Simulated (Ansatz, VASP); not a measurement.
# One calculation of SrTiO3, two programs

File POSCAR:

```
SrTiO3
1.0
    3.9068515016      0.0000000000      0.0000000000
    0.0000000000      3.9068515016      0.0000000000
    0.0000000000      0.0000000000      3.9068515016
Sr Ti O
1 1 3
Direct
    0.0000000000      0.0000000000      0.0000000000
    0.5000000000      0.5000000000      0.5000000000
    0.5000000000      0.5000000000      0.0000000000
    0.5000000000      0.0000000000      0.5000000000
    0.0000000000      0.5000000000      0.5000000000
```

The input INCAR.step1:

```
SYSTEM = SrTiO3
PREC     = Accurate       ! precision mode
ENCUT    = 520            ! plane-wave cutoff, eV
EDIFF    = 1E-5           ! SCF threshold, eV
ISMEAR   = 0              ! smearing method
SIGMA    = 0.01           ! smearing width, eV
LREAL    = .FALSE.        ! projectors in reciprocal space
LASPH    = .TRUE.         ! aspherical terms in the spheres
NELM     = 60             ! most SCF steps
ALGO     = Normal         ! electronic algorithm
ISIF     = 2              ! what is computed and relaxed
LWAVE    = .TRUE.         ! write WAVECAR
LCHARG   = .FALSE.        ! write CHGCAR
GGA      = PE             ! functional
NBANDS   = 28             ! bands
```

The input INCAR.step2:

```
SYSTEM = SrTiO3
PREC     = Accurate       ! precision mode
ENCUT    = 520            ! plane-wave cutoff, eV
EDIFF    = 1E-7           ! SCF threshold, eV
ISMEAR   = 0              ! smearing method
SIGMA    = 0.01           ! smearing width, eV
LREAL    = .FALSE.        ! projectors in reciprocal space
LASPH    = .TRUE.         ! aspherical terms in the spheres
NELM     = 60             ! most SCF steps
ALGO     = Normal         ! electronic algorithm
ISIF     = 2              ! what is computed and relaxed
LWAVE    = .FALSE.        ! write WAVECAR
LCHARG   = .FALSE.        ! write CHGCAR
GGA      = PE             ! functional
LHFCALC  = .TRUE.         ! exact exchange
AEXX     = 0.25           ! exact-exchange fraction
PRECFOCK = Fast         
ISTART   = 1            
NBANDS   = 28             ! bands
```

KPOINTS

```
Automatic mesh
0
G
  4 4 4
  0 0 0
```

Input for Ansatz:

```yaml
crystal:
  lattice:
    - [3.9068515016, 0.0, 0.0]
    - [0.0, 3.9068515016, 0.0]
    - [0.0, 0.0, 3.9068515016]
  atoms:
    - { symbol: Sr, position: [0.0, 0.0, 0.0] }
    - { symbol: Ti, position: [0.5, 0.5, 0.5] }
    - { symbol: O, position: [0.5, 0.5, 0.0] }
    - { symbol: O, position: [0.5, 0.0, 0.5] }
    - { symbol: O, position: [0.0, 0.5, 0.5] }
kpoints:
  mp_grid: { grid: [4, 4, 4] }
  band_path:
    path: [[0.0, 0.0, 0.0], [0.0, 0.5, 0.0], [0.5, 0.5, 0.0], [0.5, 0.5, 0.5]]
    npoints: 1
hamiltonian:
  xc: pbe0
scf:
  occupations: { method: fixed }
  n_extra_bands: 5
output:
  forces: true
  stress: true
  eigenvalues: true
```

Alike in both runs: task single point; functional PBE0; k mesh 4 × 4 × 4; no spin polarisation.

|  | VASP | Ansatz |
| --- | --- | --- |
| version | VASP 6.6.1 | Ansatz 0.2.0 |
| potentials or method | VASP PAW PBE potentials, release 64 (Sr_sv, Ti_sv, O) | plane waves, PAW |
| plane-wave cutoff (eV) | 520 | 420 |
| occupations | gaussian, width 0.01 eV | fixed |
| valence electrons in the cell | 40 | 40 |

```tsv
	VASP	Ansatz	Ansatz less VASP
gap on the k mesh at the Fermi level (eV)	4.05	4.07	+0.016
pressure (GPa)	-1.3	-1.9	-0.59
```

Ansatz's warnings: stress exchange threshold loose, stress scf threshold loose.
